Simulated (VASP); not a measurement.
# SrSc (F-43m) in VASP: a series of runs

The runs below take SrSc through single point, with PBE.

Everything below comes from runs of VASP 6.6.1. Logs are shortened: lines on timing, memory, paths and dates and some standing lists are left out, and cuts for length are marked.

### 1 The cell of the first run

The structure is cubic, space group F-43m (No. 216). Conventional cell: a = 7.508 Å, b = 7.508 Å, c = 7.508 Å, α = 90.00°, β = 90.00°, γ = 90.00°. Sr (site symmetry -43m) has 4 Sc at 3.25 Å within 4.3 Å. Within 4.3 Å of Sc (site symmetry -43m) lie 4 Sr at 3.25 Å.

### 2 Single point, PBE

INCAR reads:

```
PREC = Accurate
ENCUT = 500
EDIFF = 1E-6
ISMEAR = 0
SIGMA = 0.1
LREAL = F
LASPH = T
NELM = 120
ALGO = Normal
ISIF = 2
LWAVE = F
LCHARG = F
GGA = PE
NBANDS = 18
GGA_COMPAT = F
```

KPOINTS reads:

```
regular mesh
0
Gamma
  4 4 4
```

POSCAR reads:

```
SrSc
1.0
    0.0000000000      3.7537821800      3.7537821800
    3.7537821800      0.0000000000      3.7537821800
    3.7537821800      3.7537821800      0.0000000000
Sr Sc
1 1
Direct
    0.0000000000      0.0000000000      0.0000000000
    0.7500000000      0.7500000000      0.7500000000
```

Potentials or basis: VASP PAW PBE potentials, release 64 (Sr_sv, Sc_sv).

The run is started by

```
> cat potpaw_PBE.64/Sr_sv/POTCAR potpaw_PBE.64/Sc_sv/POTCAR > POTCAR
> mpirun -np 1 vasp_std > vasp.out
```

OUTCAR:

```text
PREC = Accurate
   ENCUT = 500
   EDIFF = 1E-6
   ISMEAR = 0
   LREAL = F
   LASPH = T
   NELM = 120
   ISIF = 2
   GGA = PE

 ion  position               nearest neighbor table
   1  0.000  0.000  0.000-   2 3.25   2 3.25   2 3.25   2 3.25
   2  0.750  0.750  0.750-   1 3.25   1 3.25   1 3.25   1 3.25

  LATTYP: Found a face centered cubic cell.
 ALAT       =     7.5075643600

  Lattice vectors:

 A1 = (   0.0000000000,   3.7537821800,   3.7537821800)
 A2 = (   3.7537821800,   0.0000000000,   3.7537821800)
 A3 = (   3.7537821800,   3.7537821800,   0.0000000000)

Analysis of symmetry for initial positions (statically):
=====================================================================
 Subroutine PRICEL returns:
 Original cell was already a primitive cell.

 Routine SETGRP: Setting up the symmetry group for a
 face centered cubic supercell.

 Subroutine GETGRP returns: Found 24 space group operations
 (whereof 24 operations were pure point group operations)
 out of a pool of 48 trial point group operations.

The static configuration has the point symmetry T_d .

Analysis of symmetry for dynamics (positions and initial velocities):
=====================================================================
 Subroutine PRICEL returns:
 Original cell was already a primitive cell.

 Routine SETGRP: Setting up the symmetry group for a
 face centered cubic supercell.

 Subroutine GETGRP returns: Found 24 space group operations
 (whereof 24 operations were pure point group operations)
 out of a pool of 48 trial point group operations.

The dynamic configuration has the point symmetry T_d .

 Subroutine INISYM returns: Found 24 space group operations
 (whereof 24 operations are pure point group operations),
 and found     1 'primitive' translations

----------------------------------------------------------------------------------------

                                     Primitive cell

  volume of cell :     105.7882

  direct lattice vectors                    reciprocal lattice vectors
     0.000000000  3.753782180  3.753782180    -0.133198991  0.133198991  0.133198991
     3.753782180  0.000000000  3.753782180     0.133198991 -0.133198991  0.133198991
     3.753782180  3.753782180  0.000000000     0.133198991  0.133198991 -0.133198991

  length of vectors
     5.308649669  5.308649669  5.308649669     0.230707420  0.230707420  0.230707420

  position of ions in fractional coordinates (direct lattice)
     0.000000000  0.000000000  0.000000000
     0.750000000  0.750000000  0.750000000

  ion indices of the primitive-cell ions
   primitive index   ion index
                 1           1
                 2           2

----------------------------------------------------------------------------------------

 KPOINTS: regular mesh

Automatic generation of k-mesh.
 Grid dimensions read from file:
 generate k-points for:    4    4    4

 Generating k-lattice:

  Cartesian coordinates                     Fractional coordinates (reciprocal lattice)
    -0.033299748  0.033299748  0.033299748     0.250000000  0.000000000  0.000000000
     0.033299748 -0.033299748  0.033299748     0.000000000  0.250000000  0.000000000
     0.033299748  0.033299748 -0.033299748     0.000000000  0.000000000  0.250000000

  Length of vectors
     0.057676855  0.057676855  0.057676855

  Shift w.r.t. Gamma in fractional coordinates (k-lattice)
     0.000000000  0.000000000  0.000000000

 Subroutine IBZKPT returns following result:
 ===========================================

 Found      8 irreducible k-points:

 Following reciprocal coordinates:
            Coordinates               Weight
  0.000000  0.000000  0.000000      1.000000
  0.250000  0.000000  0.000000      8.000000
  0.500000  0.000000  0.000000      4.000000
  0.250000  0.250000  0.000000      6.000000
  0.500000  0.250000  0.000000     24.000000
 -0.250000  0.250000  0.000000     12.000000
  0.500000  0.500000  0.000000      3.000000
 -0.250000  0.500000  0.250000      6.000000
   k-points           NKPTS =      8   k-points in BZ     NKDIM =      8   number of bands    NBANDS=     18
   number of dos      NEDOS =    301   number of ions     NIONS =      2
   total plane-waves  NPLWV =  64000
   dimension x,y,z NGX =    40 NGY =   40 NGZ =   40
   dimension x,y,z NGXF=    80 NGYF=   80 NGZF=   80
   ions per type =               1   1
   NGX,Y,Z   is equivalent  to a cutoff of  12.53, 12.53, 12.53 a.u.
   NGXF,Y,Z  is equivalent  to a cutoff of  25.05, 25.05, 25.05 a.u.
 SYSTEM =  unknown system
   PREC   = accura    normal or accurate (medium, high low for compatibility)
   ISTART =      0    job   : 0-new  1-cont  2-samecut
   ICHARG =      2    charge: 1-file 2-atom 10-const
   ISPIN  =      1    spin polarized calculation?
   LNONCOLLINEAR =      F non collinear calculations
   LSORBIT =      F    spin-orbit coupling
   LASPH  =      T    aspherical Exc in radial PAW
   ENCUT  =  500.0 eV  36.75 Ry    6.06 a.u.   9.68  9.68  9.68*2*pi/ulx,y,z
   NELM   =    120;   NELMIN=  2; NELMDL= -5     # of ELM steps
   EDIFF  = 0.1E-05   stopping-criterion for ELM
   LREAL  =      F    real-space projection
[... 7 lines left out ...]
   TEBEG  =    0.0;   TEEND  =   0.0 temperature during run
   PSTRESS=    0.0 pullay stress
   NELECT =      21.0000    total number of electrons
   NUPDOWN=      -1.0000    fix difference up-down
   EMIN   =  10.00;   EMAX   =-10.00  energy-range for DOS
   EFERMI =   0.00;   METHOD = LEGACY
   ISMEAR =     0;   SIGMA  =   0.10  broadening in eV -4-tet -1-fermi 0-gaus
   EFERMI_NEDOS =   21; number of points for ismear=-14 and -15
   IALGO  =     38    algorithm
   IMIX   =      4    mixing-type and parameters
     AMIX     =   0.40;   BMIX     =  1.00
     AMIX_MAG =   1.60;   BMIX_MAG =  1.00
  volume/ion in A,a.u.               =      52.89       356.95
  Fermi-wavevector in a.u.,A,eV,Ry     =   0.954997  1.804683 12.408786  0.912020
  Thomas-Fermi vector in A             =   2.083795
   LORBIT       =      0    0 simple, 1 ext, 2 COOP (PROOUT), +10 PAW based schemes
   GGA     = PE    functional components
   LHFCALC =     F    Hartree Fock is set to
   AEXX    =    0.0000 exact exchange contribution
   IVDW    =     0    specifies the selected vdW correction
   LEPSILON=     F    determine dielectric tensor
   LRPA    =     F    only Hartree local field effects (RPA)
 non-spin polarized calculation
 Gauss-broadening in eV      SIGMA  =   0.10
  energy-cutoff  :      500.00
  volume of cell :      105.79
 maximum number of plane-waves:      2733
 NGX is ok and might be reduce to    40
   NGX = 19   NGY = 19   NGZ = 19

 number of electron      21.0000002 magnetization

 Free energy of the ion-electron system (eV)
  ---------------------------------------------------
  ext. energy  EPLUGINS =         0.00000000
  ---------------------------------------------------
  free energy    TOTEN  =        -4.26088982 eV

  energy without entropy =       -4.22253389  energy(sigma->0) =       -4.24171186

 E-fermi :   0.7410     XC(G=0):  -7.1807

 val. band max:        0.7001576294   @ k =  -0.2500   0.2500   0.0000
 cond. band min:       0.7501529810   @ k =  -0.2500   0.2500   0.0000
 fundamental gap:      0.0499953516
 Fermi energy:         0.7409871108

 k-point     1 :       0.0000    0.0000    0.0000
  band No.  band energies     occupation
      1     -49.8770      2.00000
      2     -35.5940      2.00000
      3     -28.5245      2.00000
      4     -28.5245      2.00000
      5     -28.5245      2.00000
      6     -17.6204      2.00000
[... 10 lines left out ...]
     17       2.5241      0.00000
     18       4.8560      0.00000

 k-point     2 :       0.2500    0.0000    0.0000
  band No.  band energies     occupation
      1     -49.8769      2.00000
      2     -35.5942      2.00000
      3     -28.5247      2.00000
      4     -28.5247      2.00000
      5     -28.5241      2.00000
      6     -17.6289      2.00000
[... 10 lines left out ...]
     17       2.6643      0.00000
     18       4.6959      0.00000

 k-point     3 :       0.5000    0.0000    0.0000
  band No.  band energies     occupation
      1     -49.8769      2.00000
      2     -35.5943      2.00000
      3     -28.5249      2.00000
      4     -28.5249      2.00000
      5     -28.5237      2.00000
      6     -17.6373      2.00000
[... 10 lines left out ...]
     17       2.9106      0.00000
     18       4.5682      0.00000

 k-point     4 :       0.2500    0.2500    0.0000
  band No.  band energies     occupation
      1     -49.8769      2.00000
      2     -35.5942      2.00000
      3     -28.5249      2.00000
      4     -28.5249      2.00000
      5     -28.5236      2.00000
      6     -17.6301      2.00000
[... 10 lines left out ...]
     17       2.6299      0.00000
     18       4.3347      0.00000

 k-point     5 :       0.5000    0.2500    0.0000
  band No.  band energies     occupation
      1     -49.8769      2.00000
      2     -35.5944      2.00000
      3     -28.5255      2.00000
      4     -28.5251      2.00000
      5     -28.5228      2.00000
      6     -17.6355      2.00000
[... 10 lines left out ...]
     17       2.8577      0.00000
     18       4.1321      0.00000

 k-point     6 :      -0.2500    0.2500    0.0000
  band No.  band energies     occupation
      1     -49.8769      2.00000
      2     -35.5943      2.00000
      3     -28.5255      2.00000
      4     -28.5249      2.00000
      5     -28.5231      2.00000
      6     -17.6328      2.00000
[... 10 lines left out ...]
     17       2.7332      0.00000
     18       4.6852      0.00000

 k-point     7 :       0.5000    0.5000    0.0000
  band No.  band energies     occupation
      1     -49.8769      2.00000
      2     -35.5944      2.00000
      3     -28.5254      2.00000
      4     -28.5254      2.00000
      5     -28.5227      2.00000
      6     -17.6397      2.00000
[... 10 lines left out ...]
     17       3.0480      0.00000
     18       3.6775      0.00000

 k-point     8 :      -0.2500    0.5000    0.2500
  band No.  band energies     occupation
      1     -49.8769      2.00000
      2     -35.5944      2.00000
      3     -28.5257      2.00000
      4     -28.5254      2.00000
      5     -28.5224      2.00000
      6     -17.6345      2.00000
[... 10 lines left out ...]
     17       2.8534      0.00000
     18       4.1917      0.00000

------------------------ aborting loop because EDIFF is reached ----------------------------------------

  FORCE on cell =-STRESS in cart. coord.  units (eV):
  Direction    XX          YY          ZZ          XY          YZ          ZX
  --------------------------------------------------------------------------------------
  -------------------------------------------------------------------------------------
  Total        0.5748388      0.5748388      0.5748388     -0.0000000     -0.0000000     -0.0000000
  in kB        8.7060162      8.7060162      8.7060162     -0.0000000     -0.0000000     -0.0000000
  external PRESSURE =       8.7060162 kB  Pullay stress =       0.0000000 kB

 VOLUME and BASIS-vectors are now :
 -----------------------------------------------------------------------------
  energy-cutoff  :      500.00
  volume of cell :      105.79
      direct lattice vectors                 reciprocal lattice vectors
     0.000000000  3.753782180  3.753782180    -0.133198991  0.133198991  0.133198991
     3.753782180  0.000000000  3.753782180     0.133198991 -0.133198991  0.133198991
     3.753782180  3.753782180  0.000000000     0.133198991  0.133198991 -0.133198991

 POSITION                                       TOTAL-FORCE (eV/Angst)
 -----------------------------------------------------------------------------------
      0.00000      0.00000      0.00000        -0.000000      0.000000      0.000000
      5.63067      5.63067      5.63067         0.000000     -0.000000     -0.000000
 -----------------------------------------------------------------------------------
    total drift:                               -0.000000     -0.000000     -0.000000

  FREE ENERGIE OF THE ION-ELECTRON SYSTEM (eV)
  ---------------------------------------------------
  free  energy   TOTEN  =        -4.2608898211 eV

  energy  without entropy=       -4.2225338920  energy(sigma->0) =       -4.24171186
```

Wall time 40 s (1 thread of Intel Xeon 8259CL, shared host); peak memory 0.24 GiB.

What came out:

```yaml
Free_energy: -4.2609 eV
Pressure: 0.9 GPa
Band_gap_on_the_k_mesh: zero (an odd number of electrons rules out a gap without spin polarisation)
```

Caveat: the k points lie up to 0.36 Å⁻¹ apart, too coarse for converged energies and pressures of a metal.

### 3 Single point, PBE, collinear spin

INCAR reads:

```
SYSTEM = SrSc
ALGO = Normal ; EDIFF = 1E-6
ENCUT = 500 ; GGA = PE
GGA_COMPAT = .FALSE. ; ISIF = 2
ISMEAR = 0 ; ISPIN = 2
LASPH = .TRUE. ; LCHARG = .FALSE.
LMAXMIX = 4 ; LORBIT = 11
LREAL = .FALSE. ; LWAVE = .FALSE.
MAGMOM = 0 1 ; NBANDS = 22
NELM = 200 ; PREC = Accurate
SIGMA = 0.1
```

KPOINTS reads:

```
k-points
0
G
  4 4 4
  0 0 0
```

POSCAR is that of step 2.

Potentials or basis: VASP PAW PBE potentials, release 64 (Sr_sv, Sc_sv).

The run is started by

```
> cat potpaw_PBE.64/Sr_sv/POTCAR potpaw_PBE.64/Sc_sv/POTCAR > POTCAR
> mpirun -np 1 vasp_std > vasp.out
```

OUTCAR:

```text
SYSTEM = SrSc
   EDIFF = 1E-6
   ENCUT = 500
   GGA = PE
   ISIF = 2
   ISMEAR = 0
   ISPIN = 2
   LASPH = .TRUE.
   LORBIT = 11
   LREAL = .FALSE.
   NELM = 200
   PREC = Accurate

 ion  position               nearest neighbor table
   1  0.000  0.000  0.000-   2 3.25   2 3.25   2 3.25   2 3.25
   2  0.750  0.750  0.750-   1 3.25   1 3.25   1 3.25   1 3.25

  LATTYP: Found a face centered cubic cell.
 ALAT       =     7.5075643600

  Lattice vectors:

 A1 = (   0.0000000000,   3.7537821800,   3.7537821800)
 A2 = (   3.7537821800,   0.0000000000,   3.7537821800)
 A3 = (   3.7537821800,   3.7537821800,   0.0000000000)

Analysis of symmetry for initial positions (statically):
=====================================================================
 Subroutine PRICEL returns:
 Original cell was already a primitive cell.

 Routine SETGRP: Setting up the symmetry group for a
 face centered cubic supercell.

[... 380 lines left out ...]
      3     -27.8996      1.00000
      4     -27.8996      1.00000
      5     -27.8996      1.00000
      6     -17.5975      1.00000
[... 189 lines left out ...]
     21       5.0861      0.00000
     22       5.7021      0.00000

------------------------ aborting loop because EDIFF is reached ----------------------------------------

  FORCE on cell =-STRESS in cart. coord.  units (eV):
  Direction    XX          YY          ZZ          XY          YZ          ZX
  --------------------------------------------------------------------------------------
  -------------------------------------------------------------------------------------
  Total        0.5289514      0.5289514      0.5289514     -0.0000000      0.0000000      0.0000000
  in kB        8.0110452      8.0110452      8.0110452     -0.0000000      0.0000000      0.0000000
  external PRESSURE =       8.0110452 kB  Pullay stress =       0.0000000 kB

 VOLUME and BASIS-vectors are now :
 -----------------------------------------------------------------------------
  energy-cutoff  :      500.00
  volume of cell :      105.79
      direct lattice vectors                 reciprocal lattice vectors
     0.000000000  3.753782180  3.753782180    -0.133198991  0.133198991  0.133198991
     3.753782180  0.000000000  3.753782180     0.133198991 -0.133198991  0.133198991
     3.753782180  3.753782180  0.000000000     0.133198991  0.133198991 -0.133198991

 POSITION                                       TOTAL-FORCE (eV/Angst)
 -----------------------------------------------------------------------------------
      0.00000      0.00000      0.00000         0.000000      0.000000      0.000000
      5.63067      5.63067      5.63067        -0.000000     -0.000000     -0.000000
 -----------------------------------------------------------------------------------
    total drift:                               -0.000000     -0.000000     -0.000000

  FREE ENERGIE OF THE ION-ELECTRON SYSTEM (eV)
  ---------------------------------------------------
  free  energy   TOTEN  =        -4.3013231775 eV

  energy  without entropy=       -4.2800609988  energy(sigma->0) =       -4.29069209

 total charge

# of ion       s       p       d       tot
------------------------------------------
    1        2.065   5.701   0.226   7.992
    2        2.333   5.986   1.047   9.367
--------------------------------------------------
tot          4.398  11.688   1.273  17.359

 magnetization (x)

# of ion       s       p       d       tot
------------------------------------------
    1        0.015   0.007   0.101   0.122
    2        0.031   0.015   0.764   0.810
--------------------------------------------------
tot          0.046   0.022   0.864   0.932
```

stdout:

```text
POSCAR found type information on POSCAR SrSc
 POSCAR found :  2 types and       2 ions
 scaLAPACK will be used
 LDA part: xc-table for (Slater+PW92), standard interpolation
 POSCAR, INCAR and KPOINTS ok, starting setup
 FFT: planning ... GRIDC
 FFT: planning ... GRID_SOFT
 FFT: planning ... GRID
 WAVECAR not read
 entering main loop
```

Run time: 2.1 min. Hardware: 1 thread of Intel Xeon 8259CL, shared host; peak memory 0.28 GiB.

What came out:

| Property | Result |
| --- | --- |
| Free energy | -4.3013 eV |
| Pressure | 0.8 GPa |
| Net moment | 1.66 μB per cell |
| Site moments | Sr +0.12; Sc +0.81 μB |
| Valence electrons inside the program's atomic spheres | Sr 7.99; Sc 9.37 |

Levels at points of the mesh, in eV from the Fermi level:
Spin up:
```tsv
k point	band 9	band 10	band 11	band 12	band 13	band 14
(0.00, 0.00, 0.00)	-3.55	-0.03	-0.03	0.24	0.24	0.24
(0.50, 0.00, 0.00)	-1.96	-0.78	-0.06	-0.06	0.21	0.33
(0.50, 0.50, 0.00)	-1.00	-0.82	-0.59	-0.30	0.41	0.41
```
Spin down:
| k point | band 7 | band 8 | band 9 | band 10 | band 11 | band 12 |
| --- | --- | --- | --- | --- | --- | --- |
| (0.00, 0.00, 0.00) | -18.39 | -18.39 | -3.08 | 0.73 | 0.73 | 0.78 |
| (0.50, 0.00, 0.00) | -18.39 | -18.39 | -1.44 | -0.39 | 0.64 | 0.64 |
| (0.50, 0.50, 0.00) | -18.39 | -18.39 | -0.44 | -0.42 | 0.02 | 0.23 |

Caveat: the k points lie up to 0.36 Å⁻¹ apart.

The gap in the log of VASP goes by the Fermi energy; the results here count the filled bands.